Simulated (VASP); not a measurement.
# GaPSe3 (P4mm) in VASP: notebook

Runs on GaPSe3. Level: PBE. Tasks: single point.

Everything below comes from runs of VASP 6.6.1. Logs are shortened: lines on timing, memory, paths and dates and some standing lists are left out, and cuts for length are marked.

**1. The cell of the first run**

It takes space group P4mm (No. 99, tetragonal). Conventional cell: a = 4.566 Å, b = 4.566 Å, c = 6.152 Å, α = 90.00°, β = 90.00°, γ = 90.00°. Ga (site symmetry 4mm) has 12 Se at 3.28 to 4.27 Å and 4 P at 4.26 Å within 4.3 Å. Within 2.9 Å of P (site symmetry 4mm) lie 5 Se at 2.20 to 2.43 Å. Se (site symmetry 4mm) has 1 P at 2.20 Å within 2.9 Å. Within 3.5 Å of Se (site symmetry 2mm) lie 2 P at 2.43 Å and 4 Se at 3.23 Å and 2 Ga at 3.42 Å.

**2. Single point, PBE**

Contents of INCAR:

```
SYSTEM = GaPSe3
PREC = Accurate
ENCUT = 520
EDIFF = 1E-6
ISMEAR = 0
SIGMA = 0.1
LREAL = .FALSE.
LASPH = .TRUE.
NELM = 60
ALGO = Normal
ISIF = 2
LWAVE = .FALSE.
LCHARG = .FALSE.
GGA = PE
NBANDS = 26
```

Contents of KPOINTS:

```
Automatic mesh
0
G
  4 4 4
  0 0 0
```

Contents of POSCAR:

```
GaPSe3
1.0
    4.5656245956      0.0000000000      0.0000000000
    0.0000000000      4.5656245956      0.0000000000
    0.0000000000      0.0000000000      6.1515885408
Ga P Se
1 1 3
Direct
    0.0000000000      0.0000000000      0.0360376139
    0.5000000000      0.5000000000      0.5838370862
    0.5000000000      0.5000000000      0.9417561739
    0.0000000000      0.5000000000      0.4491845630
    0.5000000000      0.0000000000      0.4491845630
```

Potentials or basis: VASP PAW PBE potentials, release 64 (Ga_d, P, Se).

Started as:

```
cat potpaw_PBE.64/Ga_d/POTCAR potpaw_PBE.64/P/POTCAR potpaw_PBE.64/Se/POTCAR > POTCAR
mpirun -np 1 vasp_std > vasp.out
```

OUTCAR:

```text
SYSTEM = GaPSe3
   PREC = Accurate
   ENCUT = 520
   EDIFF = 1E-6
   ISMEAR = 0
   LREAL = .FALSE.
   LASPH = .TRUE.
   NELM = 60
   ISIF = 2
   GGA = PE

 ion  position               nearest neighbor table
   1  0.000  0.000  0.036-
   2  0.500  0.500  0.584-   3 2.20   4 2.43   5 2.43   5 2.43   4 2.43
   3  0.500  0.500  0.942-   2 2.20
   4  0.000  0.500  0.449-   2 2.43   2 2.43
   5  0.500  0.000  0.449-   2 2.43   2 2.43

  LATTYP: Found a simple tetragonal cell.
 ALAT       =     4.5656245956
 C/A-ratio  =     1.3473706416

  Lattice vectors:

 A1 = (   4.5656245956,   0.0000000000,   0.0000000000)
 A2 = (   0.0000000000,   4.5656245956,   0.0000000000)
 A3 = (   0.0000000000,   0.0000000000,   6.1515885408)

Analysis of symmetry for initial positions (statically):
=====================================================================
 Subroutine PRICEL returns:
 Original cell was already a primitive cell.

 Routine SETGRP: Setting up the symmetry group for a
 simple tetragonal supercell.

 Subroutine GETGRP returns: Found  8 space group operations
 (whereof  8 operations were pure point group operations)
 out of a pool of 16 trial point group operations.

The static configuration has the point symmetry C_4v.

Analysis of symmetry for dynamics (positions and initial velocities):
=====================================================================
 Subroutine PRICEL returns:
 Original cell was already a primitive cell.

 Routine SETGRP: Setting up the symmetry group for a
 simple tetragonal supercell.

 Subroutine GETGRP returns: Found  8 space group operations
 (whereof  8 operations were pure point group operations)
 out of a pool of 16 trial point group operations.

The dynamic configuration has the point symmetry C_4v.

 Subroutine INISYM returns: Found  8 space group operations
 (whereof  8 operations are pure point group operations),
 and found     1 'primitive' translations

----------------------------------------------------------------------------------------

                                     Primitive cell

  volume of cell :     128.2294

  direct lattice vectors                    reciprocal lattice vectors
     4.565624596  0.000000000  0.000000000     0.219028082  0.000000000  0.000000000
     0.000000000  4.565624596  0.000000000     0.000000000  0.219028082  0.000000000
     0.000000000  0.000000000  6.151588541     0.000000000  0.000000000  0.162559637

  length of vectors
     4.565624596  4.565624596  6.151588541     0.219028082  0.219028082  0.162559637

  position of ions in fractional coordinates (direct lattice)
     0.000000000  0.000000000  0.036037614
     0.500000000  0.500000000  0.583837086
     0.500000000  0.500000000  0.941756174
     0.000000000  0.500000000  0.449184563
     0.500000000  0.000000000  0.449184563

  ion indices of the primitive-cell ions
   primitive index   ion index
                 1           1
                 2           2
                 3           3
                 4           4
                 5           5

----------------------------------------------------------------------------------------

 KPOINTS: Automatic mesh

Automatic generation of k-mesh.
 Grid dimensions read from file:
 generate k-points for:    4    4    4

 Generating k-lattice:

  Cartesian coordinates                     Fractional coordinates (reciprocal lattice)
     0.054757021  0.000000000  0.000000000     0.250000000  0.000000000  0.000000000
     0.000000000  0.054757021  0.000000000     0.000000000  0.250000000  0.000000000
     0.000000000  0.000000000  0.040639909     0.000000000  0.000000000  0.250000000

  Length of vectors
     0.054757021  0.054757021  0.040639909

  Shift w.r.t. Gamma in fractional coordinates (k-lattice)
     0.000000000  0.000000000  0.000000000

 Subroutine IBZKPT returns following result:
 ===========================================

 Found     18 irreducible k-points:

 Following reciprocal coordinates:
            Coordinates               Weight
  0.000000  0.000000  0.000000      1.000000
  0.250000  0.000000  0.000000      4.000000
  0.500000  0.000000  0.000000      2.000000
  0.250000  0.250000  0.000000      4.000000
  0.500000  0.250000  0.000000      4.000000
  0.500000  0.500000  0.000000      1.000000
[... 10 lines left out ...]
  0.500000  0.250000  0.500000      4.000000
  0.500000  0.500000  0.500000      1.000000
   k-points           NKPTS =     18   k-points in BZ     NKDIM =     18   number of bands    NBANDS=     26
   number of dos      NEDOS =    301   number of ions     NIONS =      5
   total plane-waves  NPLWV =  62208
   dimension x,y,z NGX =    36 NGY =   36 NGZ =   48
   dimension x,y,z NGXF=    72 NGYF=   72 NGZF=   96
   ions per type =               1   1   3
   NGX,Y,Z   is equivalent  to a cutoff of  13.11, 13.11, 12.97 a.u.
   NGXF,Y,Z  is equivalent  to a cutoff of  26.22, 26.22, 25.94 a.u.
 SYSTEM =  GaPSe3
   PREC   = accura    normal or accurate (medium, high low for compatibility)
   ISTART =      0    job   : 0-new  1-cont  2-samecut
   ICHARG =      2    charge: 1-file 2-atom 10-const
   ISPIN  =      1    spin polarized calculation?
   LNONCOLLINEAR =      F non collinear calculations
   LSORBIT =      F    spin-orbit coupling
   LASPH  =      T    aspherical Exc in radial PAW
   ENCUT  =  520.0 eV  38.22 Ry    6.18 a.u.   8.49  8.49 11.44*2*pi/ulx,y,z
   NELM   =     60;   NELMIN=  2; NELMDL= -5     # of ELM steps
   EDIFF  = 0.1E-05   stopping-criterion for ELM
   LREAL  =      F    real-space projection
   EDIFFG = 0.1E-04   stopping-criterion for IOM
   NSW    =      0    number of steps for IOM
   IBRION =     -1    ionic relax: 0-MD 1-quasi-New 2-CG
   NFREE  =      0    steps in history (QN), initial steepest desc. (CG)
   ISIF   =      2    stress and relaxation
   ISYM   =      2    0-nonsym 1-usesym 2-fastsym
   POTIM  = 0.5000    time-step for ionic-motion
   TEBEG  =    0.0;   TEEND  =   0.0 temperature during run
   PSTRESS=    0.0 pullay stress
   NELECT =      36.0000    total number of electrons
   NUPDOWN=      -1.0000    fix difference up-down
   EMIN   =  10.00;   EMAX   =-10.00  energy-range for DOS
   EFERMI =   0.00;   METHOD = LEGACY
   ISMEAR =     0;   SIGMA  =   0.10  broadening in eV -4-tet -1-fermi 0-gaus
   EFERMI_NEDOS =   21; number of points for ismear=-14 and -15
   IALGO  =     38    algorithm
   IMIX   =      4    mixing-type and parameters
     AMIX     =   0.40;   BMIX     =  1.00
     AMIX_MAG =   1.60;   BMIX_MAG =  1.00
  volume/ion in A,a.u.               =      25.65       173.07
  Fermi-wavevector in a.u.,A,eV,Ry     =   1.071963  2.025716 15.634517  1.149105
  Thomas-Fermi vector in A             =   2.207719
   LORBIT       =      0    0 simple, 1 ext, 2 COOP (PROOUT), +10 PAW based schemes
   GGA     = PE    functional components
   LHFCALC =     F    Hartree Fock is set to
   AEXX    =    0.0000 exact exchange contribution
   IVDW    =     0    specifies the selected vdW correction
   LEPSILON=     F    determine dielectric tensor
   LRPA    =     F    only Hartree local field effects (RPA)
 non-spin polarized calculation
 Gauss-broadening in eV      SIGMA  =   0.10
  energy-cutoff  :      520.00
  volume of cell :      128.23
 maximum number of plane-waves:      3469
 NGX is ok and might be reduce to    36
   NGX = 17   NGY = 17   NGZ = 23

 number of electron      36.0000009 magnetization

 Free energy of the ion-electron system (eV)
  ---------------------------------------------------
  ext. energy  EPLUGINS =         0.00000000
  ---------------------------------------------------
  free energy    TOTEN  =       -18.38493557 eV

  energy without entropy =      -18.37211528  energy(sigma->0) =      -18.37852542

 E-fermi :   2.9875     XC(G=0):  -9.0782

 val. band max:        2.9442905120   @ k =   0.5000   0.0000   0.2500
 cond. band min:       3.0154620895   @ k =   0.5000   0.2500   0.5000
 fundamental gap:      0.0711715775
 Fermi energy:         2.9875069588

 k-point     1 :       0.0000    0.0000    0.0000
  band No.  band energies     occupation
      1     -12.3429      2.00000
      2     -11.3007      2.00000
      3     -11.2850      2.00000
      4     -11.2850      2.00000
      5     -11.2666      2.00000
      6     -11.2619      2.00000
[... 18 lines left out ...]
     25       8.4931      0.00000
     26       8.5245      0.00000

 k-point     2 :       0.2500    0.0000    0.0000
  band No.  band energies     occupation
      1     -12.0477      2.00000
      2     -11.2975      2.00000
      3     -11.2874      2.00000
      4     -11.2849      2.00000
      5     -11.2647      2.00000
      6     -11.2634      2.00000
[... 18 lines left out ...]
     25       7.9939      0.00000
     26       9.9904      0.00000

 k-point     3 :       0.5000    0.0000    0.0000
  band No.  band energies     occupation
      1     -11.5657      2.00000
      2     -11.2945      2.00000
      3     -11.2898      2.00000
      4     -11.2847      2.00000
      5     -11.2649      2.00000
      6     -11.2630      2.00000
[... 18 lines left out ...]
     25       7.3348      0.00000
     26      10.2511      0.00000

 k-point     4 :       0.2500    0.2500    0.0000
  band No.  band energies     occupation
      1     -11.7512      2.00000
      2     -11.2956      2.00000
      3     -11.2873      2.00000
      4     -11.2870      2.00000
      5     -11.2648      2.00000
      6     -11.2625      2.00000
[... 18 lines left out ...]
     25       8.1300      0.00000
     26      10.0352      0.00000

 k-point     5 :       0.5000    0.2500    0.0000
  band No.  band energies     occupation
      1     -11.3247      2.00000
      2     -11.2931      2.00000
      3     -11.2902      2.00000
      4     -11.2871      2.00000
      5     -11.2604      2.00000
      6     -11.1881      2.00000
[... 18 lines left out ...]
     25       7.8169      0.00000
     26      10.2027      0.00000

 k-point     6 :       0.5000    0.5000    0.0000
  band No.  band energies     occupation
      1     -11.2984      2.00000
      2     -11.2915      2.00000
      3     -11.2895      2.00000
      4     -11.2895      2.00000
      5     -11.2579      2.00000
      6     -10.5774      2.00000
[... 253 lines left out ...]
 k-point    15 :       0.5000    0.0000    0.5000
  band No.  band energies     occupation
      1     -11.4971      2.00000
      2     -11.2934      2.00000
      3     -11.2849      2.00000
      4     -11.2648      2.00000
      5     -11.2625      2.00000
      6     -11.2516      2.00000
[... 18 lines left out ...]
     25       7.3061      0.00000
     26      10.2029      0.00000

 k-point    16 :       0.2500    0.2500    0.5000
  band No.  band energies     occupation
      1     -11.6692      2.00000
      2     -11.2926      2.00000
      3     -11.2881      2.00000
      4     -11.2764      2.00000
      5     -11.2662      2.00000
      6     -11.2622      2.00000
[... 18 lines left out ...]
     25       8.5953      0.00000
     26      10.1668      0.00000

 k-point    17 :       0.5000    0.2500    0.5000
  band No.  band energies     occupation
      1     -11.3283      2.00000
      2     -11.2925      2.00000
      3     -11.2885      2.00000
      4     -11.2776      2.00000
      5     -11.2602      2.00000
      6     -11.0940      2.00000
[... 18 lines left out ...]
     25       8.5882      0.00000
     26       9.8064      0.00000

 k-point    18 :       0.5000    0.5000    0.5000
  band No.  band energies     occupation
      1     -11.2929      2.00000
      2     -11.2923      2.00000
      3     -11.2923      2.00000
      4     -11.2912      2.00000
      5     -11.2579      2.00000
      6     -10.5007      2.00000
[... 18 lines left out ...]
     25       7.7355      0.00000
     26       9.4850      0.00000

------------------------ aborting loop because EDIFF is reached ----------------------------------------

  FORCE on cell =-STRESS in cart. coord.  units (eV):
  Direction    XX          YY          ZZ          XY          YZ          ZX
  --------------------------------------------------------------------------------------
  -------------------------------------------------------------------------------------
  Total       -0.0048929     -0.0048929     -0.0177593      0.0000000     -0.0000000      0.0000000
  in kB       -0.0611349     -0.0611349     -0.2218958      0.0000000     -0.0000000      0.0000000
  external PRESSURE =      -0.1147219 kB  Pullay stress =       0.0000000 kB

 VOLUME and BASIS-vectors are now :
 -----------------------------------------------------------------------------
  energy-cutoff  :      520.00
  volume of cell :      128.23
      direct lattice vectors                 reciprocal lattice vectors
     4.565624596  0.000000000  0.000000000     0.219028082  0.000000000  0.000000000
     0.000000000  4.565624596  0.000000000     0.000000000  0.219028082  0.000000000
     0.000000000  0.000000000  6.151588541     0.000000000  0.000000000  0.162559637

 POSITION                                       TOTAL-FORCE (eV/Angst)
 -----------------------------------------------------------------------------------
      0.00000      0.00000      0.22169         0.000000     -0.000000      0.020287
      2.28281      2.28281      3.59153         0.000000      0.000000     -0.034768
      2.28281      2.28281      5.79330         0.000000     -0.000000     -0.025156
      0.00000      2.28281      2.76320         0.000000      0.000000      0.019818
      2.28281      0.00000      2.76320         0.000000     -0.000000      0.019818
 -----------------------------------------------------------------------------------
    total drift:                               -0.000000     -0.000000     -0.000080

  FREE ENERGIE OF THE ION-ELECTRON SYSTEM (eV)
  ---------------------------------------------------
  free  energy   TOTEN  =       -18.3849355724 eV

  energy  without entropy=      -18.3721152756  energy(sigma->0) =      -18.37852542
```

Run time: 91 s. Hardware: 1 thread of Oxide Virtual Turin-like, shared host; peak memory 0.22 GiB.

Results:

* Free energy: -18.3849 eV
* Pressure: 0.0 GPa
* Largest force: 0.035 eV/Å
* Band gap on the k mesh: zero (bands 18 and 19 overlap by 1.97 eV)

Forces in eV/Å, atoms in the order of the input:
```
Ga   0.000  0.000  0.020
P    0.000  0.000 -0.035
Se   0.000  0.000 -0.025
Se   0.000  0.000  0.020
Se   0.000  0.000  0.020
```

**3. Single point, PBE**

This run uses another cell than the first one, of 25.16 Å³/atom.

Contents of INCAR:

```
PREC     = Accurate       # precision mode
ENCUT    = 520            # plane-wave cutoff, eV
EDIFF    = 1E-7           # SCF threshold, eV
ISMEAR   = 0              # smearing method
SIGMA    = 0.1            # smearing width, eV
LREAL    = False          # projectors in reciprocal space
LASPH    = True           # aspherical terms in the spheres
NELM     = 80             # most SCF steps
ALGO     = Normal         # electronic algorithm
ISIF     = 2              # what is computed and relaxed
LWAVE    = False          # write WAVECAR
LCHARG   = False          # write CHGCAR
GGA      = PE             # functional
NBANDS   = 26             # bands
```

Contents of KPOINTS:

```
Automatic mesh
0
Gamma
  8 8 6
```

Contents of POSCAR:

```
GaPSe3
1.0
    4.5838879184      0.0000000000      0.0000000000
    0.0000000000      4.5838879184      0.0000000000
    0.0000000000      0.0000000000      5.9879522197
Ga P Se
1 1 3
Direct
    0.0000000000      0.0000000000      0.0571110474
    0.5000000000      0.5000000000      0.5827275252
    0.5000000000      0.5000000000      0.9470564950
    0.0000000000      0.5000000000      0.4365524662
    0.5000000000      0.0000000000      0.4365524662
```

Potentials or basis: VASP PAW PBE potentials, release 64 (Ga_d, P, Se).

Started as:

```
cat potpaw_PBE.64/Ga_d/POTCAR potpaw_PBE.64/P/POTCAR potpaw_PBE.64/Se/POTCAR > POTCAR
mpirun -np 1 vasp_std > vasp.out
```

Wall time 4 min (1 thread of Oxide Virtual Turin-like, shared host); peak memory 0.33 GiB.

The run converged. Its results:

* Free energy: -18.3690 eV
* Pressure: 0.0 GPa
* Largest force: 0.012 eV/Å
* Band gap on the k mesh: zero (bands 18 and 19 overlap by 2.04 eV)

Forces in eV/Å, atoms in the order of the input:
```
Ga   0.000  0.000 -0.002
P    0.000  0.000 -0.011
Se   0.000  0.000  0.012
Se   0.000  0.000  0.000
Se   0.000  0.000  0.000
```

Levels at points of the mesh, in eV from the Fermi level:
```tsv
k point	band 14	band 15	band 16	band 17	band 18	band 19	band 20	band 21	band 22	band 23
(0.00, 0.00, 0.00)	-1.75	-1.35	-1.35	-1.11	-0.66	-0.66	2.61	2.61	3.32	4.77
(0.50, 0.00, 0.00)	-2.08	-1.92	-1.47	-1.03	0.16	1.50	2.36	2.66	3.01	3.63
(0.50, 0.50, 0.00)	-2.57	-2.57	-2.53	-0.39	1.38	2.22	2.38	2.38	2.50	4.80
(0.00, 0.00, 0.50)	-2.01	-2.01	-1.51	-1.24	-0.35	-0.35	2.63	3.83	4.12	4.12
(0.50, 0.00, 0.50)	-2.75	-2.02	-1.48	-1.47	-0.10	1.27	2.18	2.83	3.09	3.77
(0.50, 0.50, 0.50)	-3.19	-0.72	-0.72	-0.38	0.25	1.38	1.54	1.54	4.06	4.17
```
